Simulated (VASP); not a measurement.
Wanted: the native input for a VASP 6.6.1 run.

- Task: single point
- Functional: r2SCAN
- Potentials or basis: VASP PAW PBE potentials, release 64 (B, Al, La)
- Cutoff: 520 eV
- k mesh: 8 × 8 × 5
- Occupations: fermi-dirac, width 0.1 eV
- Spin: no spin polarisation
- Dipole correction: no
- Further INCAR settings: ALGO = Normal; EDIFF = 1e-06; NBANDS = 20

LaAl2B2:

```
B Al La
1.0
     1.86186    3.22484    0.00000
    -1.86186    3.22484    0.00000
     0.00000    0.00000    6.58025
B Al La
2 2 1
Direct
  0.33333 0.33333 0.28459
  0.66667 0.66667 0.71541
  0.33333 0.33333 0.62747
  0.66667 0.66667 0.37253
  0.00000 0.00000 0.00000
```

These files were run (other wordings do the same):

POSCAR

```
LaAl2B2
1.0
    1.8618624404      3.2248403434      0.0000000000
   -1.8618624404      3.2248403434      0.0000000000
    0.0000000000      0.0000000000      6.5802520034
B Al La
2 2 1
Direct
    0.3333333333      0.3333333333      0.2845941992
    0.6666666667      0.6666666667      0.7154058008
    0.3333333333      0.3333333333      0.6274733860
    0.6666666667      0.6666666667      0.3725266140
    0.0000000000      0.0000000000      0.0000000000
```

INCAR.step1

```
SYSTEM = LaAl2B2
PREC = Accurate
ENCUT = 520
ISMEAR = -1
SIGMA = 0.1
LREAL = .False.
LASPH = .True.
NELM = 60
NBANDS = 20
GGA = PE
ALGO = Normal
EDIFF = 1E-4
LWAVE = .True.
LCHARG = .False.
```

INCAR.step2

```
SYSTEM = LaAl2B2
PREC = Accurate
ENCUT = 520
EDIFF = 1E-6
ISMEAR = -1
SIGMA = 0.1
LREAL = .False.
LASPH = .True.
NELM = 60
ALGO = Normal
ISIF = 2
LWAVE = .False.
LCHARG = .True.
METAGGA = R2SCAN
LMIXTAU = .True.
LELF = .True.
LVHAR = .True.
NBANDS = 20
ISTART = 1
```

KPOINTS

```
Automatic mesh
0
Gamma
  8 8 5
  0 0 0
```

Potentials or basis: VASP PAW PBE potentials, release 64 (B, Al, La).

Command:

```bash
$ cat potpaw_PBE.64/B/POTCAR potpaw_PBE.64/Al/POTCAR potpaw_PBE.64/La/POTCAR > POTCAR
$ cp INCAR.step1 INCAR
$ mpirun -np 1 vasp_std > vasp.out
$ cp INCAR.step2 INCAR
$ mpirun -np 1 vasp_std > vasp.out
```

It gave:

```yaml
Pressure: 4.7 GPa
Largest_force: 0.010 eV/Å
```

Caveat: the PAW data sets were made with another functional, which shifts forces and pressure a little.

Wall time 2.1 min on 1 thread of Intel(R) Xeon(R) 6975P-C (Granite Rapids), with other jobs on the host, peak memory 0.25 GiB.
